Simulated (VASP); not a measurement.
# Ba3B2 (Pm-3m) in VASP: a series of runs, part 2 of 2

VASP 6.6.1.

## 4. Relaxation of cell and atoms, PBE

Contents of INCAR:

```
SYSTEM = Ba3B2
PREC = Accurate
ENCUT = 600
EDIFF = 1E-6
ISMEAR = 0
SIGMA = 0.1
LREAL = .False.
LASPH = .True.
NELM = 80
ALGO = Fast
ISIF = 3
LWAVE = .False.
LCHARG = .False.
GGA = PE
IBRION = 2
NSW = 90
EDIFFG = -0.04
```

Contents of KPOINTS:

```
Automatic mesh
0
Gamma
  4 4 4
  0 0 0
```

Contents of POSCAR:

```
Ba3B2
1.0
    4.7493566900      0.0000000000      0.0000000000
    0.0000000000      4.7493566900      0.0000000000
    0.0000000000      0.0000000000      4.7493566900
Ba B
3 2
Direct
    0.5000000000      0.0000000000      0.0000000000
    0.0000000000      0.5000000000      0.0000000000
    0.0000000000      0.0000000000      0.5000000000
    0.0000000000      0.0000000000      0.0000000000
    0.5000000000      0.5000000000      0.5000000000
```

Potentials or basis: VASP PAW PBE potentials, release 64 (Ba_sv, B).

On the command line:

```
> cat potpaw_PBE.64/Ba_sv/POTCAR potpaw_PBE.64/B/POTCAR > POTCAR
> mpirun -np 1 vasp_std > vasp.out
```

OUTCAR:

```text
SYSTEM = Ba3B2
   PREC = Accurate
   ENCUT = 600
   EDIFF = 1E-6
   ISMEAR = 0
   LREAL = .False.
   LASPH = .True.
   NELM = 80
   ISIF = 3
   GGA = PE
   IBRION = 2
   NSW = 90
   EDIFFG = -0.04

 ion  position               nearest neighbor table
   1  0.500  0.000  0.000-   4 2.37   4 2.37   2 3.36   5 3.36   3 3.36   5 3.36   2 3.36   5 3.36
                             5 3.36   2 3.36   3 3.36   3 3.36   3 3.36   2 3.36
   2  0.000  0.500  0.000-   4 2.37   4 2.37   1 3.36   5 3.36   3 3.36   5 3.36   1 3.36   3 3.36
                             3 3.36   3 3.36   1 3.36   5 3.36   5 3.36   1 3.36
   3  0.000  0.000  0.500-   4 2.37   4 2.37   1 3.36   5 3.36   1 3.36   2 3.36   2 3.36   2 3.36
                             5 3.36   2 3.36   1 3.36   5 3.36   1 3.36   5 3.36
   4  0.000  0.000  0.000-   1 2.37   2 2.37   3 2.37   3 2.37   2 2.37   1 2.37
   5  0.500  0.500  0.500-   1 3.36   2 3.36   3 3.36   1 3.36   2 3.36   1 3.36   3 3.36   1 3.36
                             2 3.36   3 3.36   2 3.36   3 3.36

  LATTYP: Found a simple cubic cell.
 ALAT       =     4.7493566900

  Lattice vectors:

 A1 = (   4.7493566900,   0.0000000000,   0.0000000000)
 A2 = (   0.0000000000,   4.7493566900,   0.0000000000)
 A3 = (   0.0000000000,   0.0000000000,   4.7493566900)

Analysis of symmetry for initial positions (statically):
=====================================================================
 Subroutine PRICEL returns:
 Original cell was already a primitive cell.

 Routine SETGRP: Setting up the symmetry group for a
 simple cubic supercell.

 Subroutine GETGRP returns: Found 48 space group operations
 (whereof 48 operations were pure point group operations)
 out of a pool of 48 trial point group operations.

The static configuration has the point symmetry O_h .

Analysis of symmetry for dynamics (positions and initial velocities):
=====================================================================
 Subroutine PRICEL returns:
 Original cell was already a primitive cell.

 Routine SETGRP: Setting up the symmetry group for a
 simple cubic supercell.

 Subroutine GETGRP returns: Found 48 space group operations
 (whereof 48 operations were pure point group operations)
 out of a pool of 48 trial point group operations.

The dynamic configuration has the point symmetry O_h .

[... 97 lines left out ...]
   POTIM  = 0.5000    time-step for ionic-motion
   TEBEG  =    0.0;   TEEND  =   0.0 temperature during run
   PSTRESS=    0.0 pullay stress
   NELECT =      36.0000    total number of electrons
   NUPDOWN=      -1.0000    fix difference up-down
   EMIN   =  10.00;   EMAX   =-10.00  energy-range for DOS
   EFERMI =   0.00;   METHOD = LEGACY
   ISMEAR =     0;   SIGMA  =   0.10  broadening in eV -4-tet -1-fermi 0-gaus
   EFERMI_NEDOS =   21; number of points for ismear=-14 and -15
   IALGO  =     68    algorithm
   IMIX   =      4    mixing-type and parameters
     AMIX     =   0.40;   BMIX     =  1.00
     AMIX_MAG =   1.60;   BMIX_MAG =  1.00
  volume/ion in A,a.u.               =      21.43       144.59
  Fermi-wavevector in a.u.,A,eV,Ry     =   1.138171  2.150831 17.625441  1.295433
  Thomas-Fermi vector in A             =   2.274876
   LORBIT       =      0    0 simple, 1 ext, 2 COOP (PROOUT), +10 PAW based schemes
   GGA     = PE    functional components
   LHFCALC =     F    Hartree Fock is set to
   AEXX    =    0.0000 exact exchange contribution
   IVDW    =     0    specifies the selected vdW correction
   LEPSILON=     F    determine dielectric tensor
   LRPA    =     F    only Hartree local field effects (RPA)
 conjugate gradient relaxation of ions
 non-spin polarized calculation
 RMM-DIIS sequential band-by-band and
 Gauss-broadening in eV      SIGMA  =   0.10
  energy-cutoff  :      600.00
  volume of cell :      107.13
 maximum number of plane-waves:      3585
 NGX is ok and might be reduce to    40
   NGX = 19   NGY = 19   NGZ = 19

--------------------------------------- Ionic step        1  -------------------------------------------

 number of electron      36.0000000 magnetization

 Free energy of the ion-electron system (eV)
  ---------------------------------------------------
  ext. energy  EPLUGINS =         0.00000000
  ---------------------------------------------------
  free energy    TOTEN  =        -8.78997681 eV

  energy without entropy =       -8.75023671  energy(sigma->0) =       -8.77010676

 E-fermi :   4.6153     XC(G=0): -10.3011

 val. band max:        4.6092139112   @ k =   0.5000   0.2500   0.0000
 cond. band min:       4.6304148341   @ k =   0.5000   0.5000   0.2500
 fundamental gap:      0.0212009229
 Fermi energy:         4.6152591371

 k-point     1 :       0.0000    0.0000    0.0000
  band No.  band energies     occupation
      1     -23.8661      2.00000
      2     -22.7508      2.00000
      3     -22.7508      2.00000
      4     -10.5712      2.00000
      5     -10.5712      2.00000
      6     -10.5712      2.00000
[... 355 lines left out ...]
--------------------------------------- Ionic step        4  -------------------------------------------

 number of electron      36.0000000 magnetization

 Free energy of the ion-electron system (eV)
  ---------------------------------------------------
  ext. energy  EPLUGINS =         0.00000000
  ---------------------------------------------------
  free energy    TOTEN  =       -13.46952950 eV

  energy without entropy =      -13.40932103  energy(sigma->0) =      -13.43942526

 E-fermi :   1.7073     XC(G=0):  -8.0105

 val. band max:        1.6929178687   @ k =   0.5000   0.5000   0.2500
 cond. band min:       1.7182331092   @ k =   0.2500   0.2500   0.0000
 fundamental gap:      0.0253152405
 Fermi energy:         1.7073291365

 k-point     1 :       0.0000    0.0000    0.0000
  band No.  band energies     occupation
      1     -26.5005      2.00000
      2     -26.3611      2.00000
      3     -26.3611      2.00000
      4     -12.0848      2.00000
      5     -12.0848      2.00000
      6     -12.0848      2.00000
[... 271 lines left out ...]
  FREE ENERGIE OF THE ION-ELECTRON SYSTEM (eV)
  ---------------------------------------------------
  free  energy   TOTEN  =       -13.4695294973 eV

  energy  without entropy=      -13.4093210319  energy(sigma->0) =      -13.43942526

 reached required accuracy - stopping structural energy minimisation
```

OSZICAR:

```text
N       E                     dE             d eps       ncg     rms          rms(c)
DAV:   1     0.269356323765E+03    0.26936E+03   -0.18687E+04   440   0.167E+03
DAV:   2     0.115204107930E+01   -0.26820E+03   -0.26312E+03   684   0.287E+02
DAV:   3    -0.150235993924E+02   -0.16176E+02   -0.15893E+02   588   0.680E+01
[... 67 lines left out ...]
RMM:   8    -0.134696798503E+02   -0.15342E-03   -0.36264E-04   517   0.821E-02    0.723E-02
RMM:   9    -0.134695308522E+02    0.14900E-03   -0.49147E-04   567   0.106E-01    0.311E-02
RMM:  10    -0.134695295751E+02    0.12772E-05   -0.54342E-05   585   0.304E-02    0.219E-02
RMM:  11    -0.134695288051E+02    0.76995E-06   -0.17538E-05   528   0.156E-02    0.155E-02
RMM:  12    -0.134695294973E+02   -0.69221E-06   -0.91646E-06   435   0.112E-02
   4 F= -.13469529E+02 E0= -.13439425E+02  d E =-.467955E+01
```

It took 5.1 min on 1 thread of Intel Xeon 8259CL, shared host; peak memory 0.26 GiB.

What came out:

```
Free energy                           : -13.4695 eV
Relaxed volume                        : 37.78 Å³/atom
Relaxed cell                          : a = 5.738 Å, b = 5.738 Å, c = 5.738 Å, α = 90.00°, β = 90.00°, γ = 90.00°
Space group after relaxing (to 0.1 Å) : Pm-3m (No. 221)
Energy gained by relaxing             : 935.9 meV/atom
Ionic steps                           : 4
Pressure after relaxing               : 0.1 GPa
Band gap on the k mesh                : zero (bands 18 and 19 overlap by 0.76 eV)
```

Step by step:
| step | energy change (eV) | largest force (eV/Å) | pressure (GPa) | volume (Å³) |
| --- | --- | --- | --- | --- |
| 1 | 0.0000 | 0.0000 | 27.14 | 107.13 |
| 2 | -4.5884 | 0.0000 | 1.98 | 173.83 |
| 3 | -4.6709 | 0.0000 | 0.54 | 184.48 |
| 4 | -4.6796 | 0.0000 | 0.08 | 188.92 |

Final structure:
```xyz
5
Lattice="5.7380 0.0000 0.0000 0.0000 5.7380 0.0000 0.0000 0.0000 5.7380" Properties=species:S:1:pos:R:3 pbc="T T T"
Ba    2.8690    0.0000    0.0000
Ba    0.0000    2.8690    0.0000
Ba    0.0000    0.0000    2.8690
B     0.0000    0.0000    0.0000
B     2.8690    2.8690    2.8690
```

Caveat: the volume moved by over 15 % at a fixed basis, so the end points are rough; spin-orbit coupling is left out, which moves the levels of the heavy elements.

## 5. Summary

| task | cell | cutoff (eV) | gap on the mesh (eV) | pressure (GPa) |
| --- | --- | --- | --- | --- |
| single point | a = 4.749 Å, 5 atoms | 520 | none | 27.1 |
| single point | a = 5.694 Å, 5 atoms | 520 | none | 0.6 |
| relaxation of cell and atoms | relaxed from a = 4.749 Å, 5 atoms | 600 | none | 0.1 |

Alike in all rows: level PBE; potentials or basis VASP PAW PBE potentials, release 64 (Ba_sv, B); no spin polarisation; k mesh 4 × 4 × 4; smearing gaussian 0.1 eV.

Caveats: spin-orbit coupling is left out, which moves the levels of the heavy elements; the cell stands under pressure (at least some runs); the volume moved by over 15 % at a fixed basis, so the end points are rough (at least some runs).

Absolute energies hang on the potentials; compare differences alone.

The gap in the log of VASP goes by the Fermi energy; the results here count the filled bands.